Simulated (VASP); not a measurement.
# PbSe (Clausthalite) (P1) in VASP: a series of runs, part 2 of 2

VASP 6.6.1.

**3. Single point, r2SCAN**

Input file POSCAR:

```
PbSe
1.0
    0.0000000000      6.1393787290      6.1393787290
    6.1393787290      0.0000000000      6.1393787290
    6.1393787290      6.1393787290      0.0000000000
Pb Se
8 8
Direct
    0.0000167769      0.0026937579      0.0008507375
    0.0015505641      0.0017575883      0.5027612135
   -0.0005144657      0.4972328040      0.0041783544
   -0.0052383151      0.4994145394      0.5022047240
    0.5089409919     -0.0085053394     -0.0003375749
    0.5034598998     -0.0070867105      0.5077989382
    0.4971525841      0.5040938402     -0.0034892781
    0.5085098408      0.5021352544      0.4910145852
    0.2490282108      0.2487478892      0.2364474589
    0.2360455453      0.2626987308      0.7480773223
    0.2456834912      0.7579955897      0.2496514823
    0.2518046317      0.7444326538      0.7466455813
    0.7524837942      0.2500277419      0.2598210781
    0.7494760794      0.2568454512      0.7467896513
    0.7339560237      0.7544261731      0.2512822662
    0.7451104911      0.7465088411      0.7482148769
```

Input file INCAR.step1:

```
SYSTEM = PbSe
  ALGO = Normal
  EDIFF = 1E-4
  ENCUT = 520
  GGA = PE
  ISMEAR = -1
  LASPH = .TRUE.
  LCHARG = .FALSE.
  LREAL = Auto
  LWAVE = .TRUE.
  NBANDS = 94
  NELM = 100
  PREC = Accurate
  SIGMA = 0.02
```

Input file INCAR.step2:

```
SYSTEM = PbSe
  ALGO = Normal
  EDIFF = 1E-6
  ENCUT = 520
  ISIF = 2
  ISMEAR = -1
  ISTART = 1
  LASPH = .TRUE.
  LCHARG = .FALSE.
  LMIXTAU = .TRUE.
  LREAL = Auto
  LWAVE = .FALSE.
  METAGGA = R2SCAN
  NBANDS = 94
  NELM = 100
  PREC = Accurate
  SIGMA = 0.02
```

Input file KPOINTS:

```
k-points
0
G
  2 2 2
  0 0 0
```

Potentials or basis: VASP PAW PBE potentials, release 64 (Pb_d, Se).

On the command line:

```
$ cat potpaw_PBE.64/Pb_d/POTCAR potpaw_PBE.64/Se/POTCAR > POTCAR
$ cp INCAR.step1 INCAR
$ mpirun -np 1 vasp_std > vasp.out
$ cp INCAR.step2 INCAR
$ mpirun -np 1 vasp_std > vasp.out
```

OUTCAR:

```text
SYSTEM = PbSe
   EDIFF = 1E-6
   ENCUT = 520
   ISIF = 2
   ISMEAR = -1
   ISTART = 1
   LASPH = .TRUE.
   LREAL = Auto
   METAGGA = R2SCAN
   NELM = 100
   PREC = Accurate

 ion  position               nearest neighbor table
   1  0.000  0.003  0.001-  11 3.04  10 3.05  14 3.10  13 3.11  12 3.15  15 3.16
   2  0.002  0.002  0.503-  13 3.02  12 3.04   9 3.04  11 3.05  14 3.06  16 3.14
   3  0.999  0.497  0.004-   9 2.96  10 3.01  13 3.04  12 3.07  15 3.10  16 3.13
   4  0.995  0.499  0.502-  10 2.99  14 3.00  16 3.03  11 3.13  15 3.14   9 3.17
   5  0.509  0.991  1.000-  15 2.93   9 3.04  16 3.05  11 3.05  14 3.11  10 3.22
   6  0.503  0.993  0.508-  16 2.96  15 3.04  12 3.07  13 3.11  10 3.14   9 3.23
[... 8 lines left out ...]
  15  0.734  0.754  0.251-   5 2.93   8 2.94   6 3.04   3 3.10   4 3.14   1 3.16
  16  0.745  0.747  0.748-   6 2.96   7 3.01   4 3.03   5 3.05   3 3.13   2 3.14

  LATTYP: Found a face centered cubic cell.
 ALAT       =    12.2787574580

  Lattice vectors:

 A1 = (   0.0000000000,   6.1393787290,   6.1393787290)
 A2 = (   6.1393787290,   0.0000000000,   6.1393787290)
 A3 = (   6.1393787290,   6.1393787290,   0.0000000000)

Analysis of symmetry for initial positions (statically):
=====================================================================
 Subroutine PRICEL returns:
 Original cell was already a primitive cell.

 Routine SETGRP: Setting up the symmetry group for a
 face centered cubic supercell.

 Subroutine GETGRP returns: Found  1 space group operations
 (whereof  1 operations were pure point group operations)
 out of a pool of 48 trial point group operations.

The static configuration has the point symmetry C_1 .

Analysis of symmetry for dynamics (positions and initial velocities):
=====================================================================
 Subroutine PRICEL returns:
 Original cell was already a primitive cell.

 Routine SETGRP: Setting up the symmetry group for a
 face centered cubic supercell.

 Subroutine GETGRP returns: Found  1 space group operations
 (whereof  1 operations were pure point group operations)
 out of a pool of 48 trial point group operations.

The dynamic configuration has the point symmetry C_1 .

 Subroutine INISYM returns: Found  1 space group operations
 (whereof  1 operations are pure point group operations),
 and found     1 'primitive' translations

----------------------------------------------------------------------------------------

                                     Primitive cell

  volume of cell :     462.8106

  direct lattice vectors                    reciprocal lattice vectors
     0.000000000  6.139378729  6.139378729    -0.081441465  0.081441465  0.081441465
     6.139378729  0.000000000  6.139378729     0.081441465 -0.081441465  0.081441465
     6.139378729  6.139378729  0.000000000     0.081441465  0.081441465 -0.081441465

  length of vectors
     8.682392663  8.682392663  8.682392663     0.141060756  0.141060756  0.141060756

  position of ions in fractional coordinates (direct lattice)
     0.000016777  0.002693758  0.000850738
     0.001550564  0.001757588  0.502761214
     0.999485534  0.497232804  0.004178354
     0.994761685  0.499414539  0.502204724
     0.508940992  0.991494661  0.999662425
[... 61 lines left out ...]
  0.000000  0.500000  0.000000      1.000000
  0.000000  0.000000  0.500000      1.000000
  0.500000  0.500000  0.500000      1.000000
  0.500000  0.500000  0.000000      1.000000
  0.000000  0.500000  0.500000      1.000000
  0.500000  0.000000  0.500000      1.000000
   k-points           NKPTS =      8   k-points in BZ     NKDIM =      8   number of bands    NBANDS=     94
   number of dos      NEDOS =    301   number of ions     NIONS =     16
   total plane-waves  NPLWV = 343000
   dimension x,y,z NGX =    70 NGY =   70 NGZ =   70
   dimension x,y,z NGXF=   140 NGYF=  140 NGZF=  140
   ions per type =               8   8
   NGX,Y,Z   is equivalent  to a cutoff of  13.40, 13.40, 13.40 a.u.
   NGXF,Y,Z  is equivalent  to a cutoff of  26.81, 26.81, 26.81 a.u.
 SYSTEM =  PbSe
   PREC   = accura    normal or accurate (medium, high low for compatibility)
   ISTART =      1    job   : 0-new  1-cont  2-samecut
   ICHARG =      0    charge: 1-file 2-atom 10-const
   ISPIN  =      1    spin polarized calculation?
   LNONCOLLINEAR =      F non collinear calculations
   LSORBIT =      F    spin-orbit coupling
   LASPH  =      T    aspherical Exc in radial PAW
   ENCUT  =  520.0 eV  38.22 Ry    6.18 a.u.  16.14 16.14 16.14*2*pi/ulx,y,z
   NELM   =    100;   NELMIN=  2; NELMDL=  0     # of ELM steps
   EDIFF  = 0.1E-05   stopping-criterion for ELM
   LREAL  =      T    real-space projection
   EDIFFG = 0.1E-04   stopping-criterion for IOM
   NSW    =      0    number of steps for IOM
   IBRION =     -1    ionic relax: 0-MD 1-quasi-New 2-CG
   NFREE  =      0    steps in history (QN), initial steepest desc. (CG)
   ISIF   =      2    stress and relaxation
   ISYM   =      2    0-nonsym 1-usesym 2-fastsym
   POTIM  = 0.5000    time-step for ionic-motion
   TEBEG  =    0.0;   TEEND  =   0.0 temperature during run
   PSTRESS=    0.0 pullay stress
   NELECT =     160.0000    total number of electrons
   NUPDOWN=      -1.0000    fix difference up-down
   EMIN   =  10.00;   EMAX   =-10.00  energy-range for DOS
   EFERMI =   0.00;   METHOD = LEGACY
   ISMEAR =    -1;   SIGMA  =   0.02  broadening in eV -4-tet -1-fermi 0-gaus
   EFERMI_NEDOS =   21; number of points for ismear=-14 and -15
   IALGO  =     38    algorithm
   IMIX   =      4    mixing-type and parameters
     AMIX     =   0.40;   BMIX     =  1.00
     AMIX_MAG =   1.60;   BMIX_MAG =  1.00
  volume/ion in A,a.u.               =      28.93       195.20
  Fermi-wavevector in a.u.,A,eV,Ry     =   1.148983  2.171264 17.961904  1.320163
  Thomas-Fermi vector in A             =   2.285655
   LORBIT       =      0    0 simple, 1 ext, 2 COOP (PROOUT), +10 PAW based schemes
   METAGGA = R2SCAN    functional components
   LHFCALC =     F    Hartree Fock is set to
   AEXX    =    0.0000 exact exchange contribution
   IVDW    =     0    specifies the selected vdW correction
   LEPSILON=     F    determine dielectric tensor
   LRPA    =     F    only Hartree local field effects (RPA)
 non-spin polarized calculation
  energy-cutoff  :      520.00
  volume of cell :      462.81
 maximum number of plane-waves:     12518
 NGX is ok and might be reduce to    70
   NGX = 33   NGY = 33   NGZ = 33

 number of electron     160.0000002 magnetization

 Free energy of the ion-electron system (eV)
  ---------------------------------------------------
  ext. energy  EPLUGINS =         0.00000000
  ---------------------------------------------------
  free energy    TOTEN  =      -575.31519995 eV

  energy without entropy =     -575.31519991  energy(sigma->0) =     -575.31519993

 E-fermi :   5.1023     XC(G=0): -10.0218

 val. band max:        4.7853665805   @ k =   0.0000   0.0000   0.0000
 cond. band min:       5.4220805063   @ k =   0.0000   0.0000   0.0000
 fundamental gap:      0.6367139258
 Fermi energy:         5.1022623479

 k-point     1 :       0.0000    0.0000    0.0000
  band No.  band energies     occupation
      1     -12.7879      2.00000
      2     -12.7867      2.00000
      3     -12.7855      2.00000
      4     -12.7015      2.00000
      5     -12.6990      2.00000
      6     -12.6962      2.00000
[... 749 lines left out ...]
     91       7.4691      0.00000
     92       7.5772      0.00000
 [bands above 92 left out]

------------------------ aborting loop because EDIFF is reached ----------------------------------------

  FORCE on cell =-STRESS in cart. coord.  units (eV):
  Direction    XX          YY          ZZ          XY          YZ          ZX
  --------------------------------------------------------------------------------------
  -------------------------------------------------------------------------------------
  Total        3.3768485      3.8838205      3.3398502     -0.0730032      0.1781124      0.0804545
  in kB       11.6901179     13.4451752     11.5620356     -0.2527257      0.6165970      0.2785207
  external PRESSURE =      12.2324429 kB  Pullay stress =       0.0000000 kB

 VOLUME and BASIS-vectors are now :
 -----------------------------------------------------------------------------
  energy-cutoff  :      520.00
  volume of cell :      462.81
      direct lattice vectors                 reciprocal lattice vectors
     0.000000000  6.139378729  6.139378729    -0.081441465  0.081441465  0.081441465
     6.139378729  0.000000000  6.139378729     0.081441465 -0.081441465  0.081441465
     6.139378729  6.139378729  0.000000000     0.081441465  0.081441465 -0.081441465

 POSITION                                       TOTAL-FORCE (eV/Angst)
 -----------------------------------------------------------------------------------
      0.02176      0.00533      0.01664        -0.031428      0.070916      0.144827
      3.09743      3.09616      0.02031        -0.110810     -0.011756      0.067642
      3.07835      6.16187      9.18892        -0.133654      0.095015      0.045768
      6.14932      9.19044      9.17331        -0.142544      0.194825      0.159708
     12.22447      9.26189      9.21174         0.176072     -0.223890     -0.050469
      9.21344      6.20850      9.18680         0.108070     -0.168552      0.029007
[... 8 lines left out ...]
      6.17442      6.04875      9.13774         0.072554      0.101788      0.261596
      9.17668      9.16809      9.15762        -0.088963     -0.096399      0.078326
 -----------------------------------------------------------------------------------
    total drift:                               -0.001863      0.007000      0.008238

  FREE ENERGIE OF THE ION-ELECTRON SYSTEM (eV)
  ---------------------------------------------------
  free  energy   TOTEN  =      -575.3151999504 eV

  energy  without entropy=     -575.3151999131  energy(sigma->0) =     -575.31519993
```

Run time: 19 min. Hardware: 1 thread of Intel Xeon 6975P-C (Granite Rapids), shared host; peak memory 0.88 GiB.

Results:

| Item | Value |
| --- | --- |
| Free energy | -575.3152 eV |
| Pressure | 1.2 GPa |
| Largest force | 0.449 eV/Å |
| Band gap on the k mesh | 0.64 eV |

Forces in eV/Å, atoms in the order of the input:
```
Pb  -0.031  0.071  0.145
Pb  -0.111 -0.012  0.068
Pb  -0.134  0.095  0.046
Pb  -0.143  0.195  0.160
Pb   0.176 -0.224 -0.050
Pb   0.108 -0.169  0.029
Pb   0.048  0.104 -0.127
Pb   0.116 -0.017 -0.280
Se   0.176  0.146 -0.051
Se  -0.131  0.024 -0.185
Se  -0.086 -0.075  0.004
Se   0.293  0.131  0.116
Se  -0.333 -0.268 -0.136
Se   0.069 -0.007 -0.077
Se   0.073  0.102  0.262
Se  -0.089 -0.096  0.078
```

Caveat: the k points lie up to 0.44 Å⁻¹ apart; the PAW data sets were made with another functional, which shifts forces and pressure a little; spin-orbit coupling is left out, which moves the levels of the heavy elements.
